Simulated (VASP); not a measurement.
Si, 2 atoms in the cell. Symmetry: I4_1/amd, No. 141, tetragonal system. Conventional cell: a = 4.818 Å, b = 4.818 Å, c = 2.645 Å, α = 90.00°, β = 90.00°, γ = 90.00°. Within 3.3 Å of Si (site symmetry -4m2) lie 10 Si at 2.50 to 3.12 Å. 

* Program: VASP 6.6.1
* Task: single point
* Functional: PBE
* Potentials or basis: VASP PAW PBE potentials, release 64 (Si)
* Cutoff: 520 eV
* k mesh: 14 × 14 × 14
* Occupations: gaussian, width 0.15 eV
* Spin: no spin polarisation
* Dipole correction: no
* Further INCAR settings: ALGO = Normal; EDIFF = 1e-07; NBANDS = 11

Potentials or basis: VASP PAW PBE potentials, release 64 (Si).

Run with:

```bash
$ cat potpaw_PBE.64/Si/POTCAR > POTCAR
$ mpirun -np 1 vasp_std > vasp.out
```

Hardware: 1 thread of Intel(R) Xeon(R) 6975P-C (Granite Rapids) (shared host).

Question: Estimate the wall time of this run.

Answer: Run time: 27 s on 1 thread of Intel(R) Xeon(R) 6975P-C (Granite Rapids), with other jobs on the host, peak memory 0.19 GiB. Counts: scf iterations 11, k points 244.
